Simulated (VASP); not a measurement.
Write the native input for VASP 6.6.1 that does the following.

```yaml
Task: relaxation of cell and atoms
Functional: PBE
Potentials_or_basis: VASP PAW PBE potentials, release 64 (Be, Se)
Cutoff: 600 eV
k_mesh: 6 × 6 × 6
Occupations: gaussian, width 0.1 eV
Spin: no spin polarisation
Dipole_correction: no
Further_INCAR_settings: ALGO = Normal; EDIFF = 1e-06; IBRION = 2; EDIFFG = -0.04; NSW = 90; ISIF = 3
```

The structure of Be2Se lies in POSCAR:

```
Be2Se
1.0
    0.0000000000      2.7043587900      2.7043587900
    2.7043587900      0.0000000000      2.7043587900
    2.7043587900      2.7043587900      0.0000000000
Be Se
2 1
Direct
    0.7500000000      0.7500000000      0.7500000000
    0.5000000000      0.5000000000      0.5000000000
    0.0000000000      0.0000000000      0.0000000000
```

The cell was generated, and may not be a known phase.

These files were run (other wordings do the same):

INCAR

```
SYSTEM = Be2Se
PREC = Accurate
ENCUT = 600
EDIFF = 1E-6
ISMEAR = 0
SIGMA = 0.1
LREAL = .False.
LASPH = .True.
NELM = 60
ALGO = Normal
ISIF = 3
LWAVE = .False.
LCHARG = .False.
GGA = PE
IBRION = 2
NSW = 90
EDIFFG = -0.04
```

KPOINTS

```
regular mesh
0
Gamma
  6 6 6
  0 0 0
```

Potentials or basis: VASP PAW PBE potentials, release 64 (Be, Se).

Run with:

```sh
$ cat potpaw_PBE.64/Be/POTCAR potpaw_PBE.64/Se/POTCAR > POTCAR
$ mpirun -np 1 vasp_std > vasp.out
```

It gave:

The relaxed volume is 14.20 Å³/atom. The relaxed cell is a = 3.920 Å, b = 3.920 Å, c = 3.920 Å, α = 60.00°, β = 60.00°, γ = 60.00° and the space group after relaxing (to 0.1 Å) is F-43m (No. 216). The energy gained by relaxing is 13.2 meV/atom. The ionic steps are 3. The pressure after relaxing is -0.1 GPa and the band gap on the k mesh is 0.08 eV.

It took 13 s on 1 thread of Intel(R) Xeon(R) 6975P-C (Granite Rapids), with other jobs on the host, peak memory 0.19 GiB.
